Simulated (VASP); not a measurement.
MnS:

```
Mn S
1.0
     1.83000    1.05655    2.97092
    -1.83000    1.05655    2.97092
     0.00000   -2.11310    2.97092
Mn S
1 1
Direct
  0.00000 0.00000 0.00000
  0.50000 0.50000 0.50000
```

Base run:

- Program: VASP 6.6.1
- Functional: PBE
- Potentials or basis: VASP PAW PBE potentials, release 64 (Mn_pv, S)
- Cutoff: 520 eV
- k mesh: 8 × 8 × 8
- Occupations: fermi-dirac, width 0.05 eV
- Spin: collinear spin, ferromagnetic start
- Starting moments: [4.0, 0.0] μB
- Fixed moment: 4 μB

Its results: pressure -8.3 GPa; site moments Mn +3.79; S -0.00 μB.

The run is repeated on the same cell with these changes: fixed moment from 4 μB to 3 μB; moments at the start from [4.0, 0.0] to [3.0, 0.0]. What comes out?

Pressure -15.7 GPa; site moments Mn +3.00; S -0.08 μB.

Caveats: the total moment is fixed, so each spin has its own Fermi level; a cell with one magnetic atom can't hold antiferromagnetic order, which such compounds often take.
